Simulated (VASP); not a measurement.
# CuO (P6_3mc) in VASP: notebook, part 2 of 2

VASP 6.6.1.

## Step 3: Electric field gradients, PBE

INCAR

```
PREC = Accurate
ENCUT = 520
EDIFF = 1E-8
ISMEAR = -1
SIGMA = 0.05
LREAL = F
LASPH = T
NELM = 100
ALGO = Normal
ISIF = 2
LWAVE = F
LCHARG = F
GGA = PE
LEFG = T
NBANDS = 25
```

KPOINTS

```
Automatic mesh
0
Gamma
  9 9 5
```

POSCAR

```
CuO
1.0
    3.2880244300      0.0000000000      0.0000000000
   -1.6440122100      2.8475126800      0.0000000000
    0.0000000000      0.0000000000      5.3850248600
Cu O
2 2
Direct
    0.6666666667      0.3333333333      0.0000000000
    0.3333333333      0.6666666667      0.5000000000
    0.6666666667      0.3333333333      0.6252000000
    0.3333333333      0.6666666667      0.1252000000
```

Potentials or basis: VASP PAW PBE potentials, release 64 (Cu, O).

On the command line:

```sh
$ cat potpaw_PBE.64/Cu/POTCAR potpaw_PBE.64/O/POTCAR > POTCAR
$ mpirun -np 1 vasp_std > vasp.out
```

OUTCAR:

```text
PREC = Accurate
   ENCUT = 520
   EDIFF = 1E-8
   ISMEAR = -1
   LREAL = F
   LASPH = T
   NELM = 100
   ISIF = 2
   GGA = PE

 ion  position               nearest neighbor table
   1  0.667  0.333  0.000-   4 2.01   4 2.01   4 2.01   3 2.02
   2  0.333  0.667  0.500-   3 2.01   3 2.01   3 2.01   4 2.02
   3  0.667  0.333  0.625-   2 2.01   2 2.01   2 2.01   1 2.02
   4  0.333  0.667  0.125-   1 2.01   1 2.01   1 2.01   2 2.02

  LATTYP: Found a hexagonal cell.
 ALAT       =     3.2880244300
 C/A-ratio  =     1.6377691148

  Lattice vectors:

 A1 = (   3.2880244300,   0.0000000000,   0.0000000000)
 A2 = (  -1.6440122100,   2.8475126800,   0.0000000000)
 A3 = (   0.0000000000,   0.0000000000,   5.3850248600)

Analysis of symmetry for initial positions (statically):
=====================================================================
 Subroutine PRICEL returns:
[... 878 lines left out ...]
      1.64401      0.94917      0.00000        -0.000000      0.000000     -0.072637
      0.00000      1.89834      2.69251        -0.000000     -0.000000     -0.072637
      1.64401      0.94917      3.36672         0.000000      0.000000      0.072637
      0.00000      1.89834      0.67421        -0.000000      0.000000      0.072637
 -----------------------------------------------------------------------------------
    total drift:                               -0.000000     -0.000000     -0.000358

  FREE ENERGIE OF THE ION-ELECTRON SYSTEM (eV)
  ---------------------------------------------------
  free  energy   TOTEN  =       -18.9887422935 eV

  energy  without entropy=      -18.9380888248  energy(sigma->0) =      -18.96341556

 Electric field gradients (V/A^2)
---------------------------------------------------------------------
 ion       V_xx      V_yy      V_zz      V_xy      V_xz      V_yz
---------------------------------------------------------------------
   1       3.782     3.787    -7.570     0.004    -0.000     0.000
   2       3.782     3.787    -7.570     0.004     0.000    -0.000
   3       3.155     3.150    -6.305    -0.004    -0.000     0.000
   4       3.155     3.150    -6.305    -0.004     0.000    -0.000
---------------------------------------------------------------------

 Electric field gradients after diagonalization (V/A^2)
 (convention: |V_zz| > |V_xx| > |V_yy|)
----------------------------------------------------------------------
 ion       V_xx      V_yy      V_zz     asymmetry (V_yy - V_xx)/ V_zz
----------------------------------------------------------------------
   1       3.790     3.780    -7.570       0.001
   2       3.790     3.780    -7.570       0.001
   3       3.157     3.147    -6.305       0.002
   4       3.157     3.147    -6.305       0.002
----------------------------------------------------------------------

           NMR quadrupolar parameters

 Cq : quadrupolar parameter    Cq=e*Q*V_zz/h
 eta: asymmetry parameters     (V_yy - V_xx)/ V_zz
 Q  : nuclear electric quadrupole moment in mb (millibarn)
----------------------------------------------------------------------
 ion       Cq(MHz)       eta       Q (mb)
----------------------------------------------------------------------
   1      -0.018       0.001       1.000
   2      -0.018       0.001       1.000
   3      -0.015       0.002       1.000
   4      -0.015       0.002       1.000
----------------------------------------------------------------------
```

OSZICAR:

```text
N       E                     dE             d eps       ncg     rms          rms(c)
DAV:   1     0.305356685596E+03    0.30536E+03   -0.16116E+04  1856   0.200E+03
DAV:   2     0.148113617672E+02   -0.29055E+03   -0.27066E+03  1868   0.383E+02
DAV:   3    -0.237399595476E+02   -0.38551E+02   -0.36452E+02  2288   0.156E+02
DAV:   4    -0.250992449550E+02   -0.13593E+01   -0.13487E+01  2155   0.317E+01
[... 10 lines left out ...]
DAV:  15    -0.189887426599E+02    0.36066E-05   -0.25816E-05  2053   0.403E-02    0.726E-03
DAV:  16    -0.189887423441E+02    0.31582E-06   -0.29655E-06  2767   0.235E-02    0.119E-03
DAV:  17    -0.189887423316E+02    0.12508E-07   -0.24081E-07  2408   0.397E-03    0.147E-03
DAV:  18    -0.189887423011E+02    0.30484E-07   -0.45414E-09  1407   0.222E-03    0.791E-04
DAV:  19    -0.189887422935E+02    0.76211E-08   -0.26696E-08  1325   0.139E-03
   1 F= -.18988742E+02 E0= -.18963416E+02  d E =-.506535E-01
```

Wall time 32 s (1 thread of Intel Xeon Platinum 8488C (Sapphire Rapids), shared host); peak memory 0.17 GiB.

What came out:

| Quantity | Value |
| --- | --- |
| Free energy | -18.9887 eV |
| Pressure | -8.7 GPa |
| Largest force | 0.073 eV/Å |
| Band gap on the k mesh | zero (band 17 reaches 3.81 eV, above the bottom of band 18 at 2.48 eV) |

Forces on the atoms (eV/Å):
```
Cu   0.000  0.000 -0.073
Cu   0.000  0.000 -0.073
O    0.000  0.000  0.073
O    0.000  0.000  0.073
```

Electric field gradients, principal values (V/Å²):
| atom | least | middle | greatest (by size) |
| --- | --- | --- | --- |
| 1 Cu | 3.780 | 3.790 | -7.570 |
| 2 Cu | 3.780 | 3.790 | -7.570 |
| 3 O | 3.147 | 3.157 | -6.305 |
| 4 O | 3.147 | 3.157 | -6.305 |

Caveat: without QUAD_EFG the Cq values of the log hold for a quadrupole moment of 1 mb, not for the nuclei; semilocal functionals often make such compounds metallic where correlation or magnetic order opens a gap, which also shifts bond lengths. With open d or f shells a metallic result of PBE can be an artefact of self-interaction; +U or a hybrid may open a gap.

## Step 4: Density of states, LDA

POSCAR is that of step 3.

INCAR.step1

```
PREC = Accurate
ENCUT = 610
EDIFF = 1E-6
ISMEAR = -1
SIGMA = 0.05
LREAL = F
LASPH = T
NELM = 120
ALGO = Normal
ISIF = 2
LWAVE = F
LCHARG = T
LMAXMIX = 4
GGA = CA
NBANDS = 33
GGA_COMPAT = F
NEDOS = 2001
LORBIT = 11
```

KPOINTS.step1

```
regular mesh
0
Gamma
  9 9 5
```

INCAR.step2

```
PREC = Accurate
ENCUT = 610
EDIFF = 1E-6
ISMEAR = -5
SIGMA = 0.05
LREAL = F
LASPH = T
NELM = 120
ALGO = Normal
ISIF = 2
LWAVE = F
LCHARG = F
LMAXMIX = 4
GGA = CA
LORBIT = 11
NEDOS = 2001
ICHARG = 11
GGA_COMPAT = F
```

KPOINTS.step2

```
regular mesh
0
Gamma
  14 14 8
```

Potentials or basis: VASP PAW LDA potentials, release 64 (Cu_sv_GW, O).

On the command line:

```sh
$ cat potpaw_LDA.64/Cu_sv_GW/POTCAR potpaw_LDA.64/O/POTCAR > POTCAR
$ cp INCAR.step1 INCAR
$ cp KPOINTS.step1 KPOINTS
$ mpirun -np 1 vasp_std > vasp.out
$ cp INCAR.step2 INCAR
$ cp KPOINTS.step2 KPOINTS
$ mpirun -np 1 vasp_std > vasp.out
```

Wall time 4.6 min (1 thread of AMD EPYC 9R45 (Zen 5), shared host); peak memory 0.3 GiB.

It converged, with:

| Property | Result |
| --- | --- |
| Valence electrons inside the program's atomic spheres | Cu 17.44; O 4.86 |

Levels at points of the mesh, in eV from the Fermi level:
```csv
k point,band 21,band 22,band 23,band 24,band 25,band 26,band 27,band 28,band 29,band 30
"(0.00, 0.00, 0.00)",-1.61,0.03,0.03,0.65,0.75,0.75,0.88,5.52,7.59,13.31
"(0.50, 0.00, 0.00)",-1.61,-1.51,-1.16,-1.05,-0.16,0.02,5.83,6.72,7.65,8.84
"(0.00, 0.00, 0.50)",-0.64,-0.64,0.39,0.39,0.39,0.39,3.28,3.28,10.03,10.03
"(0.50, 0.00, 0.50)",-1.52,-1.52,-0.47,-0.47,-0.44,-0.44,5.89,5.89,8.12,8.12
```

Caveat: semilocal functionals often make such compounds metallic where correlation or magnetic order opens a gap, which also shifts bond lengths; tetrahedron occupations give inexact forces and stress in metals.
